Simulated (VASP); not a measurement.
# HfO2 (P1) in VASP: notebook

Runs on HfO2. Level: PBEsol. Tasks: single point.

Everything below comes from runs of VASP 6.6.1. Logs are shortened: lines on timing, memory, paths and dates and some standing lists are left out, and cuts for length are marked.

## (1) The cell of the first run

The typed cell holds 54 atoms: a = 10.851 Å, b = 10.851 Å, c = 7.234 Å, α = 60.00°, β = 60.00°, γ = 60.00°.

## (2) Single point, PBEsol (atoms moved at random)

Input file INCAR:

```
SYSTEM = HfO2
GGA = PS
ISMEAR = 0
SIGMA = 0.03
LWAVE = .False.
LCHARG = .False.
ISIF = 2
ISYM = 0
PREC = Normal
LASPH = .True.
LREAL = Auto
ALGO = Normal
EDIFF = 1E-5
NELM = 120
GGA_COMPAT = .False.
ENCUT = 460
EFERMI = MIDGAP
ROPT = -0.00025 -0.00025
NSIM = 4
```

Input file KPOINTS:

```
k-points
0
Gamma
  1 1 1
```

Input file POSCAR:

```
HfO2
1.0
    0.0000000000      7.6725000000      7.6725000000
    7.6725000000      0.0000000000      7.6725000000
    5.1150000000      5.1150000000      0.0000000000
Hf O
18 36
Direct
   -0.0023100000      0.0019630000      0.0081640000
   -0.0001300000      0.0020100000      0.4885040000
    0.0000450000      0.3330030000     -0.0040500000
   -0.0000360000      0.3302690000      0.5078910000
    0.0013280000      0.6596260000      0.0013120000
   -0.0000230000      0.6703450000      0.4898280000
    0.3336880000     -0.0003420000     -0.0000550000
    0.3307750000     -0.0025200000      0.5068540000
    0.3313380000      0.3304740000      0.0116730000
    0.3347380000      0.3226940000      0.5116350000
    0.3352710000      0.6639680000      0.0045870000
    0.3353120000      0.6640040000      0.4950000000
    0.6600660000      0.0007940000      0.0025760000
    0.6651300000     -0.0023120000      0.4994760000
    0.6652480000      0.3323570000      0.0009140000
    0.6669550000      0.3294220000      0.5031210000
    0.6635320000      0.6617700000      0.0062230000
    0.6666980000      0.6727170000      0.5056390000
    0.2518040000      0.2530470000      0.3709540000
    0.2490630000      0.2458880000      0.8785650000
    0.2469720000      0.5881040000      0.3789680000
    0.2419750000      0.5845630000      0.8806760000
    0.2489380000      0.9179240000      0.3706800000
    0.2518270000      0.9147150000      0.8761010000
    0.5840040000      0.2534250000      0.3687110000
    0.5882920000      0.2456910000      0.8699270000
    0.5803000000      0.5831540000      0.3779240000
    0.5830060000      0.5842430000      0.8772170000
    0.5822370000      0.9148920000      0.3680910000
    0.5881920000      0.9142440000      0.8712470000
    0.9147860000      0.2546100000      0.3757020000
    0.9203480000      0.2488580000      0.8692590000
    0.9146820000      0.5829100000      0.3734640000
    0.9116370000      0.5818680000      0.8808600000
    0.9210740000      0.9121760000      0.3736230000
    0.9159990000      0.9176050000      0.8714520000
    0.0815150000      0.0903140000      0.1160960000
    0.0823420000      0.0834950000      0.6251530000
    0.0789320000      0.4150460000      0.1303770000
    0.0862400000      0.4113090000      0.6237730000
    0.0839610000      0.7548210000      0.1261330000
    0.0842970000      0.7526780000      0.6198900000
    0.4217250000      0.0799980000      0.1238500000
    0.4171440000      0.0842370000      0.6237070000
    0.4162860000      0.4153810000      0.1281710000
    0.4134660000      0.4116250000      0.6277630000
    0.4189560000      0.7456500000      0.1289990000
    0.4158350000      0.7485530000      0.6275490000
    0.7514550000      0.0879820000      0.1146550000
    0.7514910000      0.0838050000      0.6237090000
    0.7498900000      0.4141930000      0.1292610000
    0.7497320000      0.4269760000      0.6200040000
    0.7507570000      0.7537090000      0.1189240000
    0.7552750000      0.7486790000      0.6239610000
```

Potentials or basis: VASP PAW PBE potentials, release 64 (Hf_pv, O).

Run with:

```sh
cat potpaw_PBE.64/Hf_pv/POTCAR potpaw_PBE.64/O/POTCAR > POTCAR
mpirun -np 8 vasp_std > vasp.out
```

OUTCAR:

```text
SYSTEM = HfO2
   GGA = PS
   ISMEAR = 0
   ISIF = 2
   ISYM = 0
   PREC = Normal
   LASPH = .True.
   LREAL = Auto
   EDIFF = 1E-5
   NELM = 120
   ENCUT = 460
   EFERMI = MIDGAP

 Found      1 irreducible k-points:

 Following reciprocal coordinates:
            Coordinates               Weight
  0.000000  0.000000  0.000000      1.000000
   k-points           NKPTS =      1   k-points in BZ     NKDIM =      1   number of bands    NBANDS=    240
   number of dos      NEDOS =    301   number of ions     NIONS =     54
   total plane-waves  NPLWV = 144000
   dimension x,y,z NGX =    60 NGY =   60 NGZ =   40
   dimension x,y,z NGXF=   120 NGYF=  120 NGZF=   80
   ions per type =              18  36
   NGX,Y,Z   is equivalent  to a cutoff of   9.19,  9.19,  9.19 a.u.
   NGXF,Y,Z  is equivalent  to a cutoff of  18.39, 18.39, 18.39 a.u.
 SYSTEM =  HfO2
   PREC   = normal    normal or accurate (medium, high low for compatibility)
   ISTART =      0    job   : 0-new  1-cont  2-samecut
   ICHARG =      2    charge: 1-file 2-atom 10-const
   ISPIN  =      1    spin polarized calculation?
   LNONCOLLINEAR =      F non collinear calculations
   LSORBIT =      F    spin-orbit coupling
   LASPH  =      T    aspherical Exc in radial PAW
   ENCUT  =  460.0 eV  33.81 Ry    5.81 a.u.  18.98 18.98 12.65*2*pi/ulx,y,z
   NELM   =    120;   NELMIN=  2; NELMDL= -5     # of ELM steps
   EDIFF  = 0.1E-04   stopping-criterion for ELM
   LREAL  =      T    real-space projection
   EDIFFG = 0.1E-03   stopping-criterion for IOM
   NSW    =      0    number of steps for IOM
   IBRION =     -1    ionic relax: 0-MD 1-quasi-New 2-CG
   NFREE  =      0    steps in history (QN), initial steepest desc. (CG)
   ISIF   =      2    stress and relaxation
   ISYM   =      0    0-nonsym 1-usesym 2-fastsym
   POTIM  = 0.5000    time-step for ionic-motion
   TEBEG  =    0.0;   TEEND  =   0.0 temperature during run

   SCALEE = 1.0000    scale energy and forces
   PSTRESS=    0.0 pullay stress
   NELECT =     396.0000    total number of electrons
   NUPDOWN=      -1.0000    fix difference up-down
   EMIN   =  10.00;   EMAX   =-10.00  energy-range for DOS
   EFERMI =   0.00;   METHOD = MIDGAP
   ISMEAR =     0;   SIGMA  =   0.03  broadening in eV -4-tet -1-fermi 0-gaus
   EFERMI_NEDOS =   21; number of points for ismear=-14 and -15
   IALGO  =     38    algorithm
   IMIX   =      4    mixing-type and parameters
     AMIX     =   0.40;   BMIX     =  1.00
     AMIX_MAG =   1.60;   BMIX_MAG =  1.00
  volume/ion in A,a.u.               =      11.15        75.26
  Fermi-wavevector in a.u.,A,eV,Ry     =   1.423607  2.690227 27.574337  2.026657
  Thomas-Fermi vector in A             =   2.544186
   LORBIT       =      0    0 simple, 1 ext, 2 COOP (PROOUT), +10 PAW based schemes
   GGA     = PS    functional components
   LHFCALC =     F    Hartree Fock is set to
   AEXX    =    0.0000 exact exchange contribution
   IVDW    =     0    specifies the selected vdW correction
   LEPSILON=     F    determine dielectric tensor
   LRPA    =     F    only Hartree local field effects (RPA)

   CSHIFT  =0.1000    complex shift for real part using Kramers Kronig

   OMEGAMAX=  -1.0    maximum frequency
 non-spin polarized calculation
 Gauss-broadening in eV      SIGMA  =   0.03
  energy-cutoff  :      460.00
  volume of cell :      602.21
 maximum number of plane-waves:     13495
   NGX = 37   NGY = 37   NGZ = 25

 number of electron     395.9999953 magnetization

 Free energy of the ion-electron system (eV)
  ---------------------------------------------------
  ext. energy  EPLUGINS =         0.00000000
  ---------------------------------------------------
  free energy    TOTEN  =      -565.89845268 eV

  energy without entropy =     -565.89845268  energy(sigma->0) =     -565.89845268

 E-fermi :   5.5979     XC(G=0): -11.9587

 val. band max:        3.6682738677   @ k =   0.0000   0.0000   0.0000
 cond. band min:       7.5274944305   @ k =   0.0000   0.0000   0.0000
 fundamental gap:      3.8592205628
 Fermi energy:         5.5978841491

 k-point     1 :       0.0000    0.0000    0.0000
  band No.  band energies     occupation
      1     -26.5235      2.00000
      2     -26.4662      2.00000
      3     -26.4497      2.00000
      4     -26.4211      2.00000
      5     -26.3731      2.00000
      6     -26.3469      2.00000
[... 202 lines left out ...]
    209       8.1769      0.00000
    210       8.2163      0.00000
 [bands above 210 left out]

------------------------ aborting loop because EDIFF is reached ----------------------------------------

  FORCE on cell =-STRESS in cart. coord.  units (eV):
  Direction    XX          YY          ZZ          XY          YZ          ZX
  --------------------------------------------------------------------------------------
  -------------------------------------------------------------------------------------
  Total      -50.8422662    -51.1363289    -46.2153949      6.4241505     -0.5259849     -0.1730054
  in kB     -135.2651924   -136.0475425   -122.9554611     17.0913695     -1.3993761     -0.4602785
  external PRESSURE =    -131.4227320 kB  Pullay stress =       0.0000000 kB

 VOLUME and BASIS-vectors are now :
 -----------------------------------------------------------------------------
  energy-cutoff  :      460.00
  volume of cell :      602.21
      direct lattice vectors                 reciprocal lattice vectors
     0.000000000  7.672500000  7.672500000    -0.065167807  0.065167807  0.065167807
     7.672500000  0.000000000  7.672500000     0.065167807 -0.065167807  0.065167807
     5.115000000  5.115000000  0.000000000     0.097751711  0.097751711 -0.097751711

 POSITION                                       TOTAL-FORCE (eV/Angst)
 -----------------------------------------------------------------------------------
      0.05682      7.69654      7.66984        -1.350940     -1.003753     -0.505316
      2.51412     10.17020      7.68692         1.046471      1.276308     -0.695274
      7.64925      5.09463      2.55531         0.846730     -0.250184      0.239384
      5.13185     10.27009     10.20621        -0.031960     -0.769682     -0.164288
      5.06769      0.01690      5.07117         0.583269     -0.992520      0.328211
      7.64869     10.17779     12.81555        -0.183434      0.794966      0.177742
[... 46 lines left out ...]
      6.39113      6.36848     11.54302         0.249490      0.227334     -0.555089
      8.93580      8.98641     11.53909         0.229905     -0.904168     -0.055647
 -----------------------------------------------------------------------------------
    total drift:                               -0.010875      0.000576     -0.019767

  FREE ENERGIE OF THE ION-ELECTRON SYSTEM (eV)
  ---------------------------------------------------
  free  energy   TOTEN  =      -565.8984526836 eV

  energy  without entropy=     -565.8984526836  energy(sigma->0) =     -565.89845268
```

Run time: 33 s. Hardware: 8 MPI ranks of Intel Xeon Platinum 8375C at 2.90GHz (Ice Lake), shared host; peak memory 0.19 GiB.

Results:

```yaml
Free_energy: -565.8985 eV
Pressure: -13.1 GPa
Largest_force: 1.885 eV/Å
Band_gap_on_the_k_mesh: 3.86 eV
```

Forces on the atoms (eV/Å):
```
Hf  -1.351 -1.004 -0.505
Hf   1.046  1.276 -0.695
Hf   0.847 -0.250  0.239
Hf  -0.032 -0.770 -0.164
Hf   0.583 -0.993  0.328
Hf  -0.183  0.795  0.178
Hf   0.148  0.365 -0.240
Hf  -0.255 -0.418 -0.761
Hf   0.005 -0.727  0.402
Hf   0.734 -0.502  0.858
Hf   0.137 -0.475 -0.446
Hf   0.329  0.199 -0.487
Hf  -1.449  0.894  0.808
Hf   0.255  0.417  0.595
Hf  -0.236 -0.064  0.330
Hf   0.185 -0.018  0.519
Hf   0.371  1.133  0.514
Hf  -1.468 -0.272 -0.473
O   -0.472  0.223 -0.670
O   -0.091  0.290 -0.025
O   -0.794 -0.131 -0.316
O   -0.478  0.692  0.158
O   -0.115 -0.120  0.353
O    0.184  0.110  0.400
O   -0.211  0.332 -0.723
O    0.839 -0.328 -0.013
O   -0.255 -0.110 -0.083
O    0.147 -0.143 -0.099
O    1.096  0.713  0.240
O    0.087 -0.972 -0.467
O   -0.407  0.059 -0.620
O    0.530 -0.153 -0.442
O    0.190  0.293  0.619
O   -0.516  0.154  0.260
O    0.634 -0.809 -0.006
O    0.056  0.224  0.140
O   -0.068  0.545 -0.439
O   -0.271  0.361  0.661
O   -0.642  0.339  0.543
O    0.393  0.138  0.459
O   -0.276  0.133 -0.235
O    0.046 -0.083 -0.209
O    0.510 -0.592 -0.193
O   -0.393  0.208  0.064
O   -0.271 -0.220  0.382
O    0.309  0.269  0.398
O    0.153 -0.511  0.350
O    0.378  0.002  0.295
O    0.606  0.768 -0.412
O   -0.565 -0.742 -0.095
O   -0.386 -0.324  0.094
O   -0.094  0.473 -0.760
O    0.249  0.227 -0.555
O    0.230 -0.904 -0.056
```

Caveat: the k points lie up to 1.06 Å⁻¹ apart, too coarse for converged energies, forces and pressures; the cell differs from its parent crystal (atoms moved at random); the cutoff is under 1.25 times the usual one of these potentials, so pressure, stress and relaxed cells hold a basis-set (Pulay) error; the PAW data sets were made with another functional, which shifts forces and pressure a little; spin-orbit coupling is left out, which moves the levels of the heavy elements. A k mesh can miss the band edges.

## (3) Single point, PBEsol (atoms moved at random)

Input file INCAR:

```
SYSTEM = HfO2
GGA = PS
ISMEAR = 0
SIGMA = 0.03
LWAVE = .False.
LCHARG = .False.
ISIF = 2
ISYM = 0
PREC = Accurate
LASPH = .True.
LREAL = .False.
ALGO = Normal
EDIFF = 1E-7
NELM = 120
GGA_COMPAT = .False.
ENCUT = 640
EFERMI = MIDGAP
NSIM = 4
```

KPOINTS is that of step 2.

POSCAR is that of step 2.

Potentials or basis: VASP PAW PBE potentials, release 64 (Hf_pv, O).

Run with:

```sh
cat potpaw_PBE.64/Hf_pv/POTCAR potpaw_PBE.64/O/POTCAR > POTCAR
mpirun -np 8 vasp_std > vasp.out
```

Wall time 1.9 min (8 MPI ranks of Intel Xeon Platinum 8375C at 2.90GHz (Ice Lake), shared host); peak memory 0.32 GiB.

Results (log left out):

```
Free energy            : -565.9077 eV
Pressure               : -12.5 GPa
Largest force          : 1.883 eV/Å
Band gap on the k mesh : 3.86 eV
```

Forces on the atoms (eV/Å):
```
Hf  -1.352 -1.003 -0.505
Hf   1.046  1.277 -0.696
Hf   0.847 -0.249  0.239
Hf  -0.032 -0.770 -0.164
Hf   0.584 -0.991  0.329
Hf  -0.184  0.796  0.178
Hf   0.146  0.366 -0.240
Hf  -0.255 -0.417 -0.759
Hf   0.004 -0.727  0.401
Hf   0.733 -0.501  0.856
Hf   0.137 -0.477 -0.446
Hf   0.330  0.198 -0.487
Hf  -1.447  0.894  0.808
Hf   0.255  0.418  0.596
Hf  -0.236 -0.063  0.330
Hf   0.185 -0.018  0.519
Hf   0.371  1.132  0.515
Hf  -1.469 -0.272 -0.472
O   -0.471  0.223 -0.671
O   -0.093  0.289 -0.025
O   -0.795 -0.130 -0.315
O   -0.476  0.689  0.156
O   -0.116 -0.119  0.351
O    0.184  0.110  0.399
O   -0.210  0.330 -0.723
O    0.840 -0.326 -0.014
O   -0.254 -0.110 -0.082
O    0.147 -0.143 -0.099
O    1.093  0.710  0.238
O    0.090 -0.970 -0.466
O   -0.408  0.060 -0.619
O    0.529 -0.154 -0.440
O    0.189  0.293  0.617
O   -0.513  0.153  0.261
O    0.634 -0.805 -0.008
O    0.057  0.224  0.138
O   -0.068  0.544 -0.436
O   -0.270  0.361  0.660
O   -0.641  0.339  0.545
O    0.393  0.138  0.458
O   -0.275  0.133 -0.234
O    0.044 -0.083 -0.209
O    0.509 -0.590 -0.192
O   -0.392  0.207  0.064
O   -0.270 -0.218  0.382
O    0.305  0.267  0.398
O    0.154 -0.512  0.349
O    0.378  0.002  0.296
O    0.606  0.765 -0.412
O   -0.564 -0.741 -0.095
O   -0.386 -0.324  0.095
O   -0.092  0.472 -0.758
O    0.250  0.225 -0.555
O    0.229 -0.903 -0.056
```

Stress tensor (GPa, compression positive):
```
-12.91   1.67  -0.05
  1.67 -12.99  -0.14
 -0.05  -0.14 -11.68
```

Levels at points of the mesh, in eV from the valence-band top:
```
           k point  band 195  band 196  band 197  band 198  band 199  band 200  band 201  band 202
(0.00, 0.00, 0.00)     -0.27     -0.13     -0.04      0.00      3.86      3.90      3.95      4.14
```

Caveat: the k points lie up to 1.06 Å⁻¹ apart, too coarse for converged energies, forces and pressures; the cell differs from its parent crystal (atoms moved at random); the PAW data sets were made with another functional, which shifts forces and pressure a little; spin-orbit coupling is left out, which moves the levels of the heavy elements.
